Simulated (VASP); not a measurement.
Crystal: NiMoIrPdW.

```
CELL_PARAMETERS angstrom
2.76078 0.00000 0.00000
-1.38039 2.39090 0.00000
0.00000 0.00000 11.34051
ATOMIC_POSITIONS crystal
Ni 0.00000 0.00000 0.70917
Mo 0.66667 0.33333 0.29425
Pd 0.66667 0.33333 0.89901
Ir 0.00000 0.00000 0.10604
W 0.66667 0.33333 0.52921
```

Base run:

```yaml
Program: VASP 6.6.1
Functional: PBE
Dispersion: D3(BJ)
Potentials_or_basis: VASP PAW PBE potentials, release 64 (Ni, Mo_sv, Pd, Ir, W_sv)
Cutoff: 520 eV
k_mesh: 8 × 8 × 2
Occupations: fermi-dirac, width 0.05 eV
Spin: collinear spin, ferromagnetic start
Starting_moments: "[1.0, 1.0, 0.0, 0.6, 0.0] μB"
```

Its results: pressure -6.0 GPa; net moment 0.00 μB per cell; largest force 0.330 eV/Å.

Q: The run is repeated on the same cell with these changes: dispersion from D3(BJ) to none; k mesh from 8 × 8 × 2 to 10 × 10 × 2. What comes out?

A: Pressure 0.3 GPa; net moment 0.19 μB per cell; site moments Ni +0.17; Mo +0.00; Pd +0.00; Ir +0.00; W +0.02 μB; largest force 0.208 eV/Å.

Several settings changed at once, so the effect can't be laid on one alone.

Caveats: three body term missing (some runs); pairwise dispersion overbinds metals, which lowers pressure and volume (some runs).
